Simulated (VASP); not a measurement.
Write the native input for VASP 6.6.1 that does the following.

- Task: single point
- Functional: PBE
- Potentials or basis: VASP PAW PBE potentials, release 64 (Cd, S)
- Cutoff: 520 eV
- k mesh: 7 × 7 × 7
- Occupations: fermi-dirac, width 0.02 eV
- Spin: no spin polarisation
- Dipole correction: no
- Further INCAR settings: ALGO = Normal; EDIFF = 1e-06; NBANDS = 16

The structure of CdS lies in POSCAR:

```
CdS
1.0
    0.0000000000      2.9429534649      2.9429534649
    2.9429534649      0.0000000000      2.9429534649
    2.9429534649      2.9429534649      0.0000000000
Cd S
1 1
Direct
    0.0000000000      0.0000000000      0.0000000000
    0.7500000000      0.7500000000      0.7500000000
```

One way to write it, as run:

INCAR

```
PREC = Accurate
ENCUT = 520
EDIFF = 1E-6
ISMEAR = -1
SIGMA = 0.02
LREAL = False
LASPH = True
NELM = 60
ALGO = Normal
ISIF = 2
LWAVE = False
LCHARG = False
GGA = PE
NBANDS = 16
```

KPOINTS

```
Automatic mesh
0
Gamma
  7 7 7
```

Potentials or basis: VASP PAW PBE potentials, release 64 (Cd, S).

The run is started by

```console
$ cat potpaw_PBE.64/Cd/POTCAR potpaw_PBE.64/S/POTCAR > POTCAR
$ mpirun -np 1 vasp_std > vasp.out
```

Results of the run:

The pressure is 1.5 GPa. The band gap on the k mesh is 1.09 eV, direct.

It took 13 s on 1 thread of Intel(R) Xeon(R) Platinum 8259CL CPU @ 2.50GHz (Skylake/Cascade Lake) (shared host), peak memory 0.17 GiB.
